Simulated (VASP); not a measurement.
A run of VASP 6.6.1 is set up as follows.

Contents of INCAR:

```
SYSTEM = Li
PREC = Accurate
ENCUT = 520
EDIFF = 1E-7
ISMEAR = 0
SIGMA = 0.1
LREAL = .False.
LASPH = .True.
NELM = 100
ALGO = Normal
ISIF = 2
LWAVE = .False.
LCHARG = .True.
GGA = PE
LELF = .True.
LVHAR = .True.
NBANDS = 12
```

File KPOINTS:

```
Automatic mesh
0
Gamma
  18 18 6
  0 0 0
```

File POSCAR:

```
Li
1.0
    3.0055774099      0.0000000000      0.0000000000
   -1.5027887050      2.6029063900      0.0000000000
    0.0000000000      0.0000000000      7.7929750588
Li
3
Direct
    0.6666666667      0.3333333333      0.6769758355
    0.6666666667      0.3333333333      0.3230241645
    0.0000000000      0.0000000000      0.0000000000
```

Potentials or basis: VASP PAW PBE potentials, release 64 (Li_sv).

The run is started by

```bash
$ cat potpaw_PBE.64/Li_sv/POTCAR > POTCAR
$ mpirun -np 1 vasp_std > vasp.out
```

(1) What does it give for the largest force?

Results:

(1) 0.005 eV/Å.
